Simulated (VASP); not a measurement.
# ScAl2As3 (P1) in VASP: relaxation of cell and atoms with PBEsol

Aim: the relaxation of cell and atoms of ScAl2As3 with PBEsol.

Everything below comes from runs of VASP 6.6.1. Logs are shortened: lines on timing, memory, paths and dates and some standing lists are left out, and cuts for length are marked.

## (1) The cell of the first run

The typed cell holds 6 atoms: a = 5.319 Å, b = 5.226 Å, c = 4.776 Å, α = 88.58°, β = 90.71°, γ = 122.69°.

## (2) Relaxation of cell and atoms, PBEsol

The input, INCAR:

```
  PREC = Accurate
  ENCUT = 600
  EDIFF = 1E-6
  ISMEAR = -1
  SIGMA = 0.05
  LREAL = False
  LASPH = True
  NELM = 100
  ALGO = Normal
  ISIF = 3
  LWAVE = False
  LCHARG = False
  GGA = PS
  IBRION = 2
  NSW = 100
  EDIFFG = -0.01
```

The input, KPOINTS:

```
Automatic mesh
0
Gamma
  4 4 4
```

The input, POSCAR:

```
ScAl2As3
1.0
    2.5772324115     -4.6533476138     -0.0328720989
    2.4801760994      4.5998085347      0.0655949568
    0.0303047088      0.0503033550      4.7755913819
Sc Al As
1 2 3
Direct
    0.4939989559      0.5204247329      0.0115167898
    0.0251883272      0.5293314914      0.5065245934
    0.4779290300     -0.0259149619      0.5000392407
    0.1722836369      0.8516093778     -0.0015244325
    0.8411488928      0.1641700669      0.0064304763
   -0.0144929677     -0.0057731658      0.5110980868
```

Potentials or basis: VASP PAW PBE potentials, release 64 (Sc_sv, Al, As).

Launch:

```
> cat potpaw_PBE.64/Sc_sv/POTCAR potpaw_PBE.64/Al/POTCAR potpaw_PBE.64/As/POTCAR > POTCAR
> mpirun -np 1 vasp_std > vasp.out
```

OUTCAR:

```text
PREC = Accurate
   ENCUT = 600
   EDIFF = 1E-6
   ISMEAR = -1
   LREAL = False
   LASPH = True
   NELM = 100
   ISIF = 3
   GGA = PS
   IBRION = 2
   NSW = 100
   EDIFFG = -0.01

 ion  position               nearest neighbor table
   1  0.494  0.520  0.012-   5 2.83   5 2.92   4 2.95   4 3.02   4 3.05   3 3.39
   2  0.025  0.529  0.507-   3 2.27   6 2.55   6 2.69   4 2.77   4 2.79   3 2.79   5 2.85   5 2.91

   3  0.478  0.974  0.500-   2 2.27   6 2.64   6 2.68   4 2.76   4 2.77   2 2.79   5 2.86   5 2.92
                             1 3.39
   4  0.172  0.852  0.998-   3 2.76   6 2.76   3 2.77   2 2.77   2 2.79   6 2.91   1 2.95   1 3.02
                             1 3.05
   5  0.841  0.164  0.006-   6 2.79   6 2.80   1 2.83   2 2.85   3 2.86   2 2.91   3 2.92   1 2.92

   6  0.986  0.994  0.511-   2 2.55   3 2.64   3 2.68   2 2.69   4 2.76   5 2.79   5 2.80   4 2.91

  LATTYP: Found a triclinic cell.
 ALAT       =     5.2262620235
 B/A-ratio  =     0.9677658192
 C/A-ratio  =     0.9138371619
 COS(alpha) =     0.0127025839
 COS(beta)  =     0.0248314149
 COS(gamma) =     0.4652882976

  Lattice vectors:

 A1 = (  -2.4801760994,  -4.5998085347,  -0.0655949568)
 A2 = (  -5.0574085109,   0.0535390791,  -0.0327228579)
 A3 = (  -0.0303047088,  -0.0503033550,  -4.7755913819)

Analysis of symmetry for initial positions (statically):
=====================================================================
 Subroutine PRICEL returns:
 Original cell was already a primitive cell.

 Routine SETGRP: Setting up the symmetry group for a
 triclinic supercell.

 Subroutine GETGRP returns: Found  1 space group operations
 (whereof  1 operations were pure point group operations)
 out of a pool of  2 trial point group operations.

The static configuration has the point symmetry C_1 .

Analysis of symmetry for dynamics (positions and initial velocities):
=====================================================================
 Subroutine PRICEL returns:
 Original cell was already a primitive cell.

 Routine SETGRP: Setting up the symmetry group for a
 triclinic supercell.

 Subroutine GETGRP returns: Found  1 space group operations
 (whereof  1 operations were pure point group operations)
 out of a pool of  2 trial point group operations.

The dynamic configuration has the point symmetry C_1 .

 Subroutine INISYM returns: Found  1 space group operations
 (whereof  1 operations are pure point group operations),
 and found     1 'primitive' translations

----------------------------------------------------------------------------------------

                                     Primitive cell

  volume of cell :     111.7120

  direct lattice vectors                    reciprocal lattice vectors
     2.577232411 -4.653347614 -0.032872099     0.196608349 -0.106007616 -0.000131004
     2.480176099  4.599808535  0.065594957     0.198911834  0.110183402 -0.002422854
     0.030304709  0.050303355  4.775591382    -0.001378821 -0.002243108  0.209430527

  length of vectors
     5.319478498  5.226262024  4.775952455     0.223366234  0.227403100  0.209447078

  position of ions in fractional coordinates (direct lattice)
     0.493998956  0.520424733  0.011516790
     0.025188327  0.529331491  0.506524593
     0.477929030  0.974085038  0.500039241
     0.172283637  0.851609378  0.998475568
     0.841148893  0.164170067  0.006430476
     0.985507032  0.994226834  0.511098087

  ion indices of the primitive-cell ions
   primitive index   ion index
                 1           1
                 2           2
                 3           3
                 4           4
                 5           5
                 6           6

----------------------------------------------------------------------------------------

 KPOINTS: Automatic mesh

Automatic generation of k-mesh.
 Grid dimensions read from file:
 generate k-points for:    4    4    4

 Generating k-lattice:

  Cartesian coordinates                     Fractional coordinates (reciprocal lattice)
     0.049152087 -0.026501904 -0.000032751     0.250000000 -0.000000000 -0.000000000
     0.049727958  0.027545850 -0.000605713    -0.000000000  0.250000000  0.000000000
    -0.000344705 -0.000560777  0.052357632    -0.000000000  0.000000000  0.250000000

  Length of vectors
     0.055841559  0.056850775  0.052361769

  Shift w.r.t. Gamma in fractional coordinates (k-lattice)
     0.000000000  0.000000000  0.000000000

 Subroutine IBZKPT returns following result:
 ===========================================

 Found     36 irreducible k-points:

 Following reciprocal coordinates:
            Coordinates               Weight
  0.000000  0.000000  0.000000      1.000000
  0.250000 -0.000000  0.000000      2.000000
  0.500000 -0.000000  0.000000      1.000000
 -0.000000  0.250000  0.000000      2.000000
  0.250000  0.250000  0.000000      2.000000
  0.500000  0.250000  0.000000      2.000000
[... 16 lines left out ...]
 -0.000000 -0.250000  0.250000      2.000000
  0.250000 -0.250000  0.250000      2.000000
 [... further k-points ...]
   k-points           NKPTS =     36   k-points in BZ     NKDIM =     36   number of bands    NBANDS=     20
   number of dos      NEDOS =    301   number of ions     NIONS =      6
   total plane-waves  NPLWV =  70560
   dimension x,y,z NGX =    42 NGY =   42 NGZ =   40
   dimension x,y,z NGXF=    84 NGYF=   84 NGZF=   80
   ions per type =               1   2   3
   NGX,Y,Z   is equivalent  to a cutoff of  13.13, 13.36, 13.92 a.u.
   NGXF,Y,Z  is equivalent  to a cutoff of  26.25, 26.72, 27.85 a.u.
 SYSTEM =  unknown system
   PREC   = accura    normal or accurate (medium, high low for compatibility)
   ISTART =      0    job   : 0-new  1-cont  2-samecut
   ICHARG =      2    charge: 1-file 2-atom 10-const
   ISPIN  =      1    spin polarized calculation?
   LNONCOLLINEAR =      F non collinear calculations
   LSORBIT =      F    spin-orbit coupling
   LASPH  =      T    aspherical Exc in radial PAW
   ENCUT  =  600.0 eV  44.10 Ry    6.64 a.u.  10.62 10.44  9.54*2*pi/ulx,y,z
   NELM   =    100;   NELMIN=  2; NELMDL= -5     # of ELM steps
   EDIFF  = 0.1E-05   stopping-criterion for ELM
   LREAL  =      F    real-space projection
   EDIFFG = -.1E-01   stopping-criterion for IOM
   NSW    =    100    number of steps for IOM
   IBRION =      2    ionic relax: 0-MD 1-quasi-New 2-CG
   NFREE  =      1    steps in history (QN), initial steepest desc. (CG)
   ISIF   =      3    stress and relaxation
   ISYM   =      2    0-nonsym 1-usesym 2-fastsym
   POTIM  = 0.5000    time-step for ionic-motion
   TEBEG  =    0.0;   TEEND  =   0.0 temperature during run
   PSTRESS=    0.0 pullay stress
   NELECT =      32.0000    total number of electrons
   NUPDOWN=      -1.0000    fix difference up-down
   EMIN   =  10.00;   EMAX   =-10.00  energy-range for DOS
   EFERMI =   0.00;   METHOD = LEGACY
   ISMEAR =    -1;   SIGMA  =   0.05  broadening in eV -4-tet -1-fermi 0-gaus
   EFERMI_NEDOS =   21; number of points for ismear=-14 and -15
   IALGO  =     38    algorithm
   IMIX   =      4    mixing-type and parameters
     AMIX     =   0.40;   BMIX     =  1.00
     AMIX_MAG =   1.60;   BMIX_MAG =  1.00
  volume/ion in A,a.u.               =      18.62       125.64
  Fermi-wavevector in a.u.,A,eV,Ry     =   1.079174  2.039344 15.845578  1.164617
  Thomas-Fermi vector in A             =   2.215132
   LORBIT       =      0    0 simple, 1 ext, 2 COOP (PROOUT), +10 PAW based schemes
   GGA     = PS    functional components
   LHFCALC =     F    Hartree Fock is set to
   AEXX    =    0.0000 exact exchange contribution
   IVDW    =     0    specifies the selected vdW correction
   LEPSILON=     F    determine dielectric tensor
   LRPA    =     F    only Hartree local field effects (RPA)
 conjugate gradient relaxation of ions
 non-spin polarized calculation
  energy-cutoff  :      600.00
  volume of cell :      111.71
 maximum number of plane-waves:      3750
   NGX = 21   NGY = 21   NGZ = 19

--------------------------------------- Ionic step        1  -------------------------------------------

 number of electron      32.0000000 magnetization

 Free energy of the ion-electron system (eV)
  ---------------------------------------------------
  ext. energy  EPLUGINS =         0.00000000
  ---------------------------------------------------
  free energy    TOTEN  =       -30.02720298 eV

  energy without entropy =      -30.00415232  energy(sigma->0) =      -30.01567765

------------------------ aborting loop because EDIFF is reached ----------------------------------------

  FORCE on cell =-STRESS in cart. coord.  units (eV):
  Direction    XX          YY          ZZ          XY          YZ          ZX
  --------------------------------------------------------------------------------------
  -------------------------------------------------------------------------------------
  Total        3.9007178      2.3728689      0.1661733      0.3669594     -0.1364559      0.1719670
  in kB       55.9442425     34.0317760      2.3832641      5.2629452     -1.9570563      2.4663569
  external PRESSURE =      30.7864275 kB  Pullay stress =       0.0000000 kB
[... 101 lines left out ...]
  FREE ENERGIE OF THE ION-ELECTRON SYSTEM (eV)
  ---------------------------------------------------
  free  energy   TOTEN  =       -30.4086970719 eV

  energy  without entropy=      -30.3818560403  energy(sigma->0) =      -30.39527656

[... ionic steps 4 to 73 ...]

--------------------------------------- Ionic step       74  -------------------------------------------

 number of electron      32.0000002 magnetization

------------------------ aborting loop because EDIFF is reached ----------------------------------------
[... 75 lines left out ...]
--------------------------------------- Ionic step       76  -------------------------------------------

 number of electron      32.0000002 magnetization

 Free energy of the ion-electron system (eV)
  ---------------------------------------------------
  ext. energy  EPLUGINS =         0.00000000
  ---------------------------------------------------
  free energy    TOTEN  =       -32.20747988 eV

  energy without entropy =      -32.19460280  energy(sigma->0) =      -32.20104134

 E-fermi :   6.2131     XC(G=0): -10.5418

 val. band max:        6.1777452270   @ k =   0.5000   0.5000   0.0000
 cond. band min:       6.2297133593   @ k =   0.2500   0.5000   0.5000
 fundamental gap:      0.0519681323
 Fermi energy:         6.2130514464

 k-point     1 :       0.0000    0.0000    0.0000
  band No.  band energies     occupation
      1     -42.8454      2.00000
      2     -21.6603      2.00000
      3     -21.5953      2.00000
      4     -21.5858      2.00000
      5      -7.1950      2.00000
      6      -4.3661      2.00000
[... 541 lines left out ...]
     19       7.6556      0.00000
     20       8.7014      0.00000

 [... further k-points ...]

------------------------ aborting loop because EDIFF is reached ----------------------------------------

  FORCE on cell =-STRESS in cart. coord.  units (eV):
  Direction    XX          YY          ZZ          XY          YZ          ZX
  --------------------------------------------------------------------------------------
  -------------------------------------------------------------------------------------
  Total       -0.0272758      0.0021929      0.0128933     -0.0002007      0.0052461      0.0036745
  in kB       -0.3916597      0.0314890      0.1851382     -0.0028820      0.0753303      0.0527634
  external PRESSURE =      -0.0583442 kB  Pullay stress =       0.0000000 kB
[... 21 lines left out ...]
  FREE ENERGIE OF THE ION-ELECTRON SYSTEM (eV)
  ---------------------------------------------------
  free  energy   TOTEN  =       -32.2074798799 eV

  energy  without entropy=      -32.1946027996  energy(sigma->0) =      -32.20104134

 reached required accuracy - stopping structural energy minimisation
```

It took 61 min on 1 thread of Intel Xeon Platinum 8259CL at 2.50GHz (Skylake/Cascade Lake), shared host; peak memory 0.35 GiB.

Results:

| Property | Result |
| --- | --- |
| Free energy | -32.2075 eV |
| Relaxed volume | 18.60 Å³/atom |
| Relaxed cell | a = 4.961 Å, b = 4.926 Å, c = 5.198 Å, α = 86.38°, β = 86.79°, γ = 117.82° |
| Space group after relaxing (to 0.1 Å) | P1 (No. 1) |
| Energy gained by relaxing | 363.4 meV/atom |
| Ionic steps | 76 |
| Pressure after relaxing | 0.0 GPa |
| Largest force after relaxing | 0.008 eV/Å |
| Band gap on the k mesh | zero (bands 16 and 17 overlap by 1.78 eV) |

Forces in eV/Å, atoms in the order of the input:
```
Sc  -0.002  0.000 -0.004
Al  -0.003  0.004  0.006
Al  -0.003 -0.004  0.004
As   0.004 -0.005  0.002
As   0.001  0.001 -0.003
As   0.004  0.004 -0.005
```

Step by step:
```
step  energy change (eV)  largest force (eV/Å)  pressure (GPa)  volume (Å³)
   1              0.0000                3.1607            3.08       111.71
   3             -0.3815                0.5400           -1.52       116.14
   5             -0.4401                0.4089            0.96       112.36
   7             -0.4783                0.4076            0.00       113.73
   9             -0.6308                0.6074           -1.39       115.78
  11             -0.7343                0.6752           -2.03       117.64
  13             -0.7919                0.7525           -1.39       116.92
  15             -0.8860                0.6953           -0.18       115.45
  17             -1.0735                0.9729            2.04       112.32
  19             -1.2932                1.4012           -0.74       115.88
  21             -1.5106                1.0971           -1.66       116.48
  23             -1.8994                0.6753            0.36       112.24
  25             -2.0489                0.4001           -0.18       112.80
  27             -2.1121                0.2569           -0.03       112.86
  29             -2.1461                0.1977           -0.24       113.23
  31             -2.1579                0.1153            0.35       112.39
  33             -2.1643                0.1022           -0.05       112.79
  35             -2.1693                0.0881            0.03       112.56
  37             -2.1720                0.0505           -0.26       112.80
  39             -2.1732                0.0548            0.11       112.31
  41             -2.1741                0.0439            0.00       112.43
  43             -2.1752                0.0446            0.01       112.40
  45             -2.1760                0.0237           -0.05       112.46
  47             -2.1762                0.0196           -0.02       112.40
  49             -2.1764                0.0230            0.01       112.33
  51             -2.1767                0.0243           -0.01       112.23
  53             -2.1768                0.0564            0.17       111.75
  55             -2.1772                0.0370            0.04       111.99
  57             -2.1777                0.0373           -0.29       112.19
  59             -2.1778                0.0365           -0.20       112.12
  61             -2.1786                0.0427           -0.10       111.86
  63             -2.1788                0.0516           -0.04       111.73
  65             -2.1797                0.0298            0.12       111.46
  67             -2.1800                0.0229            0.01       111.56
  69             -2.1800                0.0152           -0.02       111.61
  71             -2.1802                0.0126            0.01       111.56
  73             -2.1802                0.0127            0.02       111.55
  75             -2.1803                0.0114           -0.03       111.60
  76             -2.1803                0.0078           -0.01       111.58
```

Final structure:
```cif
data_structure
_symmetry_space_group_name_H-M 'P 1'
_symmetry_Int_Tables_number 1
_cell_length_a 4.9605
_cell_length_b 4.9257
_cell_length_c 5.1980
_cell_angle_alpha 86.380
_cell_angle_beta 86.786
_cell_angle_gamma 117.817
_cell_volume 111.58
loop_
_atom_site_label
_atom_site_type_symbol
_atom_site_fract_x
_atom_site_fract_y
_atom_site_fract_z
_atom_site_occupancy
Sc1 Sc 0.59063 0.60575 0.08264 1
Al1 Al 0.01504 0.36951 0.46241 1
Al2 Al 0.35890 0.02530 0.47429 1
As1 As 0.34767 0.99621 0.97920 1
As2 As 0.92564 0.28816 0.97496 1
As3 As 0.75817 0.74892 0.56059 1
```

Levels at points of the mesh, in eV from the Fermi level:
```
           k point  band 14  band 15  band 16  band 17  band 18  band 19
(0.00, 0.00, 0.00)    -1.67    -0.96    -0.37     0.08     0.48     0.87
(0.50, 0.00, 0.00)    -1.93    -1.00    -0.46     0.97     1.22     1.55
(0.00, 0.50, 0.00)    -2.10    -1.37    -0.16     0.63     1.22     1.64
(0.50, 0.50, 0.00)    -2.15    -1.50    -0.04     0.96     1.74     2.15
(0.00, 0.00, 0.50)    -2.61    -1.24    -1.14    -0.90     0.57     0.95
(0.50, 0.00, 0.50)    -0.40    -0.23     0.88     1.38     1.54     2.03
(0.00, 0.50, 0.50)    -0.36     0.05     0.49     0.89     1.43     2.11
(0.50, 0.50, 0.50)    -0.52     0.30     0.57     1.01     1.54     2.18
```

Caveat: the PAW data sets were made with another functional, which shifts forces and pressure a little.

The gap in the log of VASP goes by the Fermi energy; the results here count the filled bands.